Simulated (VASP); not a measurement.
## TaAs: single point with PBEsol

The system is TaAs.

```
CELL_PARAMETERS angstrom
-1.71479 1.71479 5.79075
1.71479 -1.71479 5.79075
1.71479 1.71479 -5.79075
ATOMIC_POSITIONS crystal
Ta 0.50031 0.00031 0.50000
Ta 0.75031 0.75031 0.00000
As 0.08229 0.58229 0.50000
As 0.33229 0.33229 0.00000
```

```json
{
  "Program": "VASP 6.6.1",
  "Task": "single point",
  "Functional": "PBEsol",
  "Potentials or basis": "VASP PAW PBE potentials, release 64 (Ta_pv, As)",
  "Cutoff": "520 eV",
  "k mesh": "18 × 18 × 18",
  "Occupations": "fermi-dirac, width 0.15 eV",
  "Spin": "no spin polarisation"
}
```

```
Pressure               : 0.7 GPa
Band gap on the k mesh : zero (bands 16 and 17 overlap by 0.04 eV)
```

Forces in eV/Å, atoms in the order of the input:
```
Ta   0.000  0.000  0.003
Ta   0.000  0.000  0.003
As   0.000  0.000 -0.003
As   0.000  0.000 -0.003
```

Stress tensor (GPa, compression positive):
```
0.72 0.00 0.00
0.00 0.72 0.00
0.00 0.00 0.57
```

Levels at points of the mesh, in eV from the Fermi level:
```tsv
k point	band 14	band 15	band 16	band 17	band 18	band 19
(0.00, 0.00, 0.00)	-1.92	-1.60	-1.60	0.95	1.65	2.47
(0.50, 0.00, 0.00)	-2.26	-1.55	-0.17	0.16	1.47	2.38
(0.50, 0.50, 0.00)	-3.15	-1.10	-1.10	2.90	2.90	3.21
(0.50, 0.50, 0.50)	-2.84	-0.88	-0.88	1.28	1.28	2.43
```

Run time: 20 min on 1 thread of Intel(R) Xeon(R) Platinum 8488C (Sapphire Rapids), with other jobs on the host, peak memory 0.89 GiB.

Caveat: the PAW data sets were made with another functional, which shifts forces and pressure a little; spin-orbit coupling is left out, which moves the levels of the heavy elements.
